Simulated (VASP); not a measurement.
# C in VASP: further runs, part 2 of 2

VASP 6.6.1. Earlier steps stand in the parts before.

## (3) Single point, r2SCAN (mode 4 frozen in at -0.025 Å and mode 9 at -0.040 Å (largest displacements))

Input file POSCAR:

```
C
1.0
    0.0000000000     -1.7801161419     -1.7801161419
   -1.7801161419      0.0000000000     -1.7801161419
    1.7801161419      1.7801161419     -3.5602322838
C
4
Direct
    0.7448693162      0.7640388770      0.7402700089
    0.2551306838      0.2359611230      0.2597299911
    0.3633823434      0.3825519042      0.8847299842
    0.8866176566      0.8674480958      0.3652700158
```

Input file INCAR.step1:

```
SYSTEM = C
ALGO     = Normal         ! electronic algorithm
EDIFF    = 1E-4           ! SCF threshold, eV
ENCUT    = 520            ! plane-wave cutoff, eV
GGA      = PE             ! functional
ISMEAR   = 0              ! smearing method
LASPH    = .True.         ! aspherical terms in the spheres
LCHARG   = .False.        ! write CHGCAR
LREAL    = .False.        ! projectors in reciprocal space
LWAVE    = .True.         ! write WAVECAR
NBANDS   = 16             ! bands
NELM     = 80             ! most SCF steps
PREC     = Accurate       ! precision mode
SIGMA    = 0.05           ! smearing width, eV
```

Input file INCAR.step2:

```
SYSTEM = C
ALGO     = Normal         ! electronic algorithm
EDIFF    = 1E-7           ! SCF threshold, eV
ENCUT    = 520            ! plane-wave cutoff, eV
ISIF     = 2              ! what is computed and relaxed
ISMEAR   = 0              ! smearing method
ISTART   = 1            
LASPH    = .True.         ! aspherical terms in the spheres
LCHARG   = .False.        ! write CHGCAR
LMIXTAU  = .True.       
LREAL    = .False.        ! projectors in reciprocal space
LWAVE    = .False.        ! write WAVECAR
METAGGA  = R2SCAN         ! meta-GGA
NBANDS   = 16             ! bands
NELM     = 80             ! most SCF steps
PREC     = Accurate       ! precision mode
SIGMA    = 0.05           ! smearing width, eV
```

Input file KPOINTS:

```
k-points
0
Gamma
  12 12 10
  0 0 0
```

Potentials or basis: VASP PAW PBE potentials, release 64 (C).

Started as:

```sh
cat potpaw_PBE.64/C/POTCAR > POTCAR
cp INCAR.step1 INCAR
mpirun -np 1 vasp_std > vasp.out
cp INCAR.step2 INCAR
mpirun -np 1 vasp_std > vasp.out
```

OUTCAR:

```text
SYSTEM = C
   EDIFF = 1E-7
   ENCUT = 520
   ISIF = 2
   ISMEAR = 0
   ISTART = 1
   LASPH = .True.
   LREAL = .False.
   METAGGA = R2SCAN
   NELM = 80
   PREC = Accurate

 ion  position               nearest neighbor table
   1  0.745  0.764  0.740-   4 1.54   3 1.57   3 1.57   3 1.57
   2  0.255  0.236  0.260-   4 1.52   4 1.52   4 1.52   3 1.54
   3  0.363  0.383  0.885-   2 1.54   1 1.57   1 1.57   1 1.57
   4  0.887  0.867  0.365-   2 1.52   2 1.52   2 1.52   1 1.54

  LATTYP: Found a trigonal (rhomboedric) cell.
 ALAT       =     4.3603762305
 COS(alpha) =     0.8333333333

  Lattice vectors:

 A1 = (   1.7801161419,   3.5602322838,  -1.7801161419)
 A2 = (   3.5602322838,   1.7801161419,  -1.7801161419)
 A3 = (   1.7801161419,   1.7801161419,  -3.5602322838)

Analysis of symmetry for initial positions (statically):
=====================================================================
 Subroutine PRICEL returns:
 Original cell was already a primitive cell.

 Routine SETGRP: Setting up the symmetry group for a
 trigonal (rhombohedral) supercell.

 Subroutine GETGRP returns: Found  1 space group operations
 (whereof  1 operations were pure point group operations)
 out of a pool of 12 trial point group operations.

The static configuration has the point symmetry C_1 .

Analysis of symmetry for dynamics (positions and initial velocities):
=====================================================================
 Subroutine PRICEL returns:
 Original cell was already a primitive cell.

 Routine SETGRP: Setting up the symmetry group for a
 trigonal (rhombohedral) supercell.

 Subroutine GETGRP returns: Found  1 space group operations
 (whereof  1 operations were pure point group operations)
 out of a pool of 12 trial point group operations.
[... 144 lines left out ...]
   IALGO  =     38    algorithm
   IMIX   =      4    mixing-type and parameters
     AMIX     =   0.40;   BMIX     =  1.00
     AMIX_MAG =   1.60;   BMIX_MAG =  1.00
  volume/ion in A,a.u.               =       5.64        38.07
  Fermi-wavevector in a.u.,A,eV,Ry     =   1.459867  2.758748 28.996877  2.131210
  Thomas-Fermi vector in A             =   2.576383
   LORBIT       =      0    0 simple, 1 ext, 2 COOP (PROOUT), +10 PAW based schemes
   METAGGA = R2SCAN    functional components
   LHFCALC =     F    Hartree Fock is set to
   AEXX    =    0.0000 exact exchange contribution
   IVDW    =     0    specifies the selected vdW correction
   LEPSILON=     F    determine dielectric tensor
   LRPA    =     F    only Hartree local field effects (RPA)
 non-spin polarized calculation
 Gauss-broadening in eV      SIGMA  =   0.05
  energy-cutoff  :      520.00
  volume of cell :       22.56
 maximum number of plane-waves:       624
   NGX =  9   NGY =  9   NGZ = 17

 number of electron      16.0000001 magnetization

 Free energy of the ion-electron system (eV)
  ---------------------------------------------------
  ext. energy  EPLUGINS =         0.00000000
  ---------------------------------------------------
  free energy    TOTEN  =       -39.06621135 eV

  energy without entropy =      -39.06621135  energy(sigma->0) =      -39.06621135

 E-fermi :  10.2940     XC(G=0): -14.2923

 val. band max:        9.9781849544   @ k =   0.0000   0.0000   0.0000
 cond. band min:      14.1275621603   @ k =  -0.3333  -0.3333   0.3000
 fundamental gap:      4.1493772059
 Fermi energy:        10.2939648554

 k-point     1 :       0.0000    0.0000    0.0000
  band No.  band energies     occupation
      1     -13.0214      2.00000
      2      -6.9336      2.00000
      3      -4.3392      2.00000
      4       6.6325      2.00000
      5       6.6353      2.00000
      6       9.8498      2.00000
[... 433 lines left out ...]
      3      -1.3577      2.00000
      4       1.3710      2.00000
      5       2.8925      2.00000
      6       3.9477      2.00000
[... 8 lines left out ...]
     15      23.7379      0.00000
     16      25.5115      0.00000

 [... further k-points ...]

------------------------ aborting loop because EDIFF is reached ----------------------------------------

  FORCE on cell =-STRESS in cart. coord.  units (eV):
  Direction    XX          YY          ZZ          XY          YZ          ZX
  --------------------------------------------------------------------------------------
  -------------------------------------------------------------------------------------
  Total        0.2548588      0.2700325      0.2910548     -0.1296404      0.1426828      0.1372115
  in kB       18.0969402     19.1743894     20.6671360     -9.2054718     10.1315784      9.7430787
  external PRESSURE =      19.3128218 kB  Pullay stress =       0.0000000 kB

 VOLUME and BASIS-vectors are now :
 -----------------------------------------------------------------------------
  energy-cutoff  :      520.00
  volume of cell :       22.56
      direct lattice vectors                 reciprocal lattice vectors
     0.000000000 -1.780116142 -1.780116142     0.140440275 -0.421320824 -0.140440275
    -1.780116142  0.000000000 -1.780116142    -0.421320824  0.140440275 -0.140440275
     1.780116142  1.780116142 -3.560232284     0.140440275  0.140440275 -0.140440275

 POSITION                                       TOTAL-FORCE (eV/Angst)
 -----------------------------------------------------------------------------------
     -0.04231     -0.00819     -5.32157         1.952183      1.485658     -1.628502
      0.04231      0.00819     -1.79890        -1.901465     -1.437175      1.583095
      0.89394      0.92806     -4.47769        -1.428107     -1.892251      1.746084
     -0.89394     -0.92806     -4.42289         1.377389      1.843768     -1.700676
 -----------------------------------------------------------------------------------
    total drift:                               -0.000005      0.000058      0.000033

  FREE ENERGIE OF THE ION-ELECTRON SYSTEM (eV)
  ---------------------------------------------------
  free  energy   TOTEN  =       -39.0662113514 eV

  energy  without entropy=      -39.0662113514  energy(sigma->0) =      -39.06621135
```

Run time: 5.6 min. Hardware: 1 thread of Intel Xeon 6975P-C (Granite Rapids), shared host; peak memory 0.28 GiB.

What came out:

- Free energy: -39.0662 eV
- Pressure: 1.9 GPa
- Largest force: 2.945 eV/Å
- Band gap on the k mesh: 4.15 eV

Forces in eV/Å, atoms in the order of the input:
```
C    1.952  1.486 -1.629
C   -1.901 -1.437  1.583
C   -1.428 -1.892  1.746
C    1.377  1.844 -1.701
```

Caveat: the cell differs from its parent crystal (mode 4 frozen in at -0.025 Å and mode 9 at -0.040 Å (largest displacements)); the PAW data sets were made with another functional, which shifts forces and pressure a little.

## (4) Single point, r2SCAN (mode 4 frozen in at -0.025 Å and mode 9 at +0.000 Å (largest displacements))

Input file POSCAR:

```
C
1.0
    0.0000000000     -1.7801161419     -1.7801161419
   -1.7801161419      0.0000000000     -1.7801161419
    1.7801161419      1.7801161419     -3.5602322838
C
4
Direct
    0.7416258298      0.7607953906      0.7499999966
    0.2583741702      0.2392046094      0.2500000034
    0.3666258298      0.3857953906      0.8749999966
    0.8833741702      0.8642046094      0.3750000034
```

Input file INCAR.step1:

```
PREC = Accurate
ENCUT = 520
ISMEAR = 0
SIGMA = 0.05
LREAL = F
LASPH = T
NELM = 100
NBANDS = 16
GGA = PE
ALGO = Normal
EDIFF = 1E-4
LWAVE = T
LCHARG = F
```

Input file INCAR.step2:

```
PREC = Accurate
ENCUT = 520
EDIFF = 1E-6
ISMEAR = 0
SIGMA = 0.05
LREAL = F
LASPH = T
NELM = 100
ALGO = Normal
ISIF = 2
LWAVE = F
LCHARG = F
METAGGA = R2SCAN
LMIXTAU = T
NBANDS = 16
ISTART = 1
```

Input file KPOINTS:

```
regular mesh
0
Gamma
  12 12 10
```

Started as:

```sh
cat potpaw_PBE.64/C/POTCAR > POTCAR
cp INCAR.step1 INCAR
mpirun -np 1 vasp_std > vasp.out
cp INCAR.step2 INCAR
mpirun -np 1 vasp_std > vasp.out
```

Wall time 5.7 min (1 thread of Intel Xeon 6975P-C (Granite Rapids), shared host); peak memory 0.28 GiB.

The run converged. Its results:

```
Free energy            : -39.2976 eV
Pressure               : 1.1 GPa
Largest force          : 0.342 eV/Å
Band gap on the k mesh : 4.37 eV
```

Forces in eV/Å, atoms in the order of the input:
```
C    0.265 -0.208  0.063
C   -0.266  0.204 -0.057
C    0.266 -0.204  0.057
C   -0.265  0.208 -0.063
```

Stress tensor (GPa, compression positive):
```
 0.96  0.07 -0.02
 0.07  1.07  0.02
-0.02  0.02  1.22
```

Levels at points of the mesh, in eV from the valence-band top:
```csv
k point,band 6,band 7,band 8,band 9,band 10,band 11
"(0.00, 0.00, 0.00)",-0.03,-0.02,0.00,5.84,5.84,5.85
"(0.50, 0.00, 0.00)",-7.16,-5.20,-5.19,6.36,6.40,11.77
"(0.00, 0.50, 0.00)",-7.16,-5.21,-5.19,6.36,6.40,11.70
"(0.50, 0.50, 0.00)",-6.69,-3.02,-2.99,4.99,5.02,8.88
"(0.00, 0.00, 0.50)",-1.94,-1.82,-1.82,7.99,8.03,8.23
"(0.50, 0.00, 0.50)",-6.70,-3.01,-2.99,4.98,5.01,8.88
"(0.00, 0.50, 0.50)",-6.70,-3.00,-2.99,4.97,5.00,8.89
"(0.50, 0.50, 0.50)",-7.18,-5.20,-5.19,6.38,6.39,11.95
```

Caveat: the cell differs from its parent crystal (mode 4 frozen in at -0.025 Å and mode 9 at +0.000 Å (largest displacements)); the PAW data sets were made with another functional, which shifts forces and pressure a little. A k mesh can miss the band edges.

## (5) Single point, r2SCAN (mode 4 frozen in at -0.049 Å and mode 9 at +0.000 Å (largest displacements))

Input file POSCAR:

```
C
1.0
    0.0000000000     -1.7801161419     -1.7801161419
   -1.7801161419      0.0000000000     -1.7801161419
    1.7801161419      1.7801161419     -3.5602322838
C
4
Direct
    0.7332855631      0.7715470751      0.7499999932
    0.2667144369      0.2284529249      0.2500000068
    0.3582855631      0.3965470751      0.8749999932
    0.8917144369      0.8534529249      0.3750000068
```

INCAR.step1 is that of step 4.

INCAR.step2: that of step 4 with these lines changed.

```diff
@@ -2,3 +2,3 @@
 ENCUT = 520
-EDIFF = 1E-6
+EDIFF = 1E-7
 ISMEAR = 0
```

Input file KPOINTS:

```
Automatic mesh
0
Gamma
  12 12 10
```

Started as:

```sh
cat potpaw_PBE.64/C/POTCAR > POTCAR
cp INCAR.step1 INCAR
mpirun -np 1 vasp_std > vasp.out
cp INCAR.step2 INCAR
mpirun -np 1 vasp_std > vasp.out
```

It took 18 min on 1 thread of Oxide Virtual Turin-like, shared host; peak memory 0.25 GiB.

The run converged. Its results:

- Free energy: -39.2472 eV
- Pressure: 1.0 GPa
- Largest force: 0.687 eV/Å
- Band gap on the k mesh: 4.32 eV

Forces on the atoms (eV/Å):
```
C    0.529 -0.418  0.131
C   -0.532  0.406 -0.107
C    0.532 -0.406  0.107
C   -0.529  0.418 -0.131
```

Stress tensor (GPa, compression positive):
```
 0.56  0.30 -0.08
 0.30  0.99  0.07
-0.08  0.07  1.60
```

Levels at points of the mesh, in eV from the valence-band top:
```csv
k point,band 4,band 5,band 6,band 7,band 8,band 9,band 10,band 11,band 12,band 13
"(0.00, 0.00, 0.00)",-3.02,-3.01,-0.10,-0.06,0.00,5.80,5.82,5.84,8.85,8.86
"(0.50, 0.00, 0.00)",-11.52,-7.21,-7.17,-5.23,-5.21,6.30,6.38,11.40,12.48,13.36
"(0.00, 0.50, 0.00)",-11.52,-7.20,-7.15,-5.24,-5.21,6.29,6.38,11.29,12.71,13.36
"(0.50, 0.50, 0.00)",-13.65,-6.73,-6.70,-3.09,-2.99,4.94,5.06,8.84,8.88,9.10
"(0.00, 0.00, 0.50)",-7.05,-2.02,-2.02,-1.79,-1.79,7.71,7.82,8.15,8.35,8.77
"(0.50, 0.00, 0.50)",-13.65,-6.72,-6.72,-3.06,-2.99,4.88,5.01,8.82,8.93,9.12
"(0.00, 0.50, 0.50)",-13.64,-6.73,-6.70,-3.04,-2.99,4.85,4.98,8.85,8.92,9.13
"(0.50, 0.50, 0.50)",-11.52,-7.21,-7.20,-5.21,-5.20,6.34,6.36,11.71,12.02,13.51
```

Caveat: the cell differs from its parent crystal (mode 4 frozen in at -0.049 Å and mode 9 at +0.000 Å (largest displacements)); the PAW data sets were made with another functional, which shifts forces and pressure a little. A k mesh can miss the band edges.

## (6) Single point, r2SCAN (mode 4 frozen in at +0.000 Å and mode 9 at -0.040 Å (largest displacements))

Input file POSCAR:

```
C
1.0
    0.0000000000     -1.7801161419     -1.7801161419
   -1.7801161419      0.0000000000     -1.7801161419
    1.7801161419      1.7801161419     -3.5602322838
C
4
Direct
    0.7532434864      0.7532434864      0.7402700124
    0.2467565136      0.2467565136      0.2597299876
    0.3717565136      0.3717565136      0.8847299876
    0.8782434864      0.8782434864      0.3652700124
```

Input file INCAR.step1:

```
SYSTEM = C
PREC = Accurate ; ENCUT = 520
ISMEAR = 0 ; SIGMA = 0.05
LREAL = .False. ; LASPH = .True.
NELM = 80 ; ISYM = 0
NBANDS = 16 ; GGA = PE
ALGO = Normal ; EDIFF = 1E-4
LWAVE = .True. ; LCHARG = .False.
```

Input file INCAR.step2:

```
SYSTEM = C
PREC = Accurate ; ENCUT = 520
EDIFF = 1E-6 ; ISMEAR = 0
SIGMA = 0.05 ; LREAL = .False.
LASPH = .True. ; NELM = 80
ALGO = Normal ; ISIF = 2
LWAVE = .False. ; LCHARG = .False.
METAGGA = R2SCAN ; LMIXTAU = .True.
ISYM = 0 ; NBANDS = 16
ISTART = 1
```

Input file KPOINTS:

```
regular mesh
0
Gamma
  12 12 10
  0 0 0
```

Potentials or basis: VASP PAW PBE potentials, release 64 (C).

Started as:

```sh
cat potpaw_PBE.64/C/POTCAR > POTCAR
cp INCAR.step1 INCAR
mpirun -np 1 vasp_std > vasp.out
cp INCAR.step2 INCAR
mpirun -np 1 vasp_std > vasp.out
```

It took 13 min on 1 thread of Oxide Virtual Turin-like, shared host; peak memory 0.25 GiB.

Results (log left out):

* Free energy: -39.0828 eV
* Pressure: 2.0 GPa
* Largest force: 2.931 eV/Å
* Band gap on the k mesh: 4.13 eV

Forces in eV/Å, atoms in the order of the input:
```
C    1.692  1.692 -1.692
C   -1.641 -1.641  1.641
C   -1.692 -1.692  1.692
C    1.641  1.641 -1.641
```

Stress tensor (GPa, compression positive):
```
 1.99 -0.99  0.99
-0.99  1.99  0.99
 0.99  0.99  1.99
```

Levels at points of the mesh, in eV from the valence-band top:
```csv
k point,band 6,band 7,band 8,band 9,band 10,band 11
"(0.00, 0.00, 0.00)",-0.14,0.00,0.00,5.62,5.64,5.64
"(0.50, 0.00, 0.00)",-7.19,-6.10,-4.64,5.74,6.65,11.25
"(0.00, 0.50, 0.00)",-7.19,-6.10,-4.64,5.74,6.65,11.25
"(0.50, 0.50, 0.00)",-6.84,-3.15,-3.01,4.72,4.73,8.64
"(0.00, 0.00, 0.50)",-2.76,-1.35,-1.35,7.87,7.89,7.89
"(0.50, 0.00, 0.50)",-6.84,-3.15,-3.01,4.72,4.73,8.64
"(0.00, 0.50, 0.50)",-6.84,-3.15,-3.01,4.72,4.73,8.64
"(0.50, 0.50, 0.50)",-7.19,-6.10,-4.64,5.74,6.65,11.25
```

Caveat: the cell differs from its parent crystal (mode 4 frozen in at +0.000 Å and mode 9 at -0.040 Å (largest displacements)); the PAW data sets were made with another functional, which shifts forces and pressure a little. A k mesh can miss the band edges.
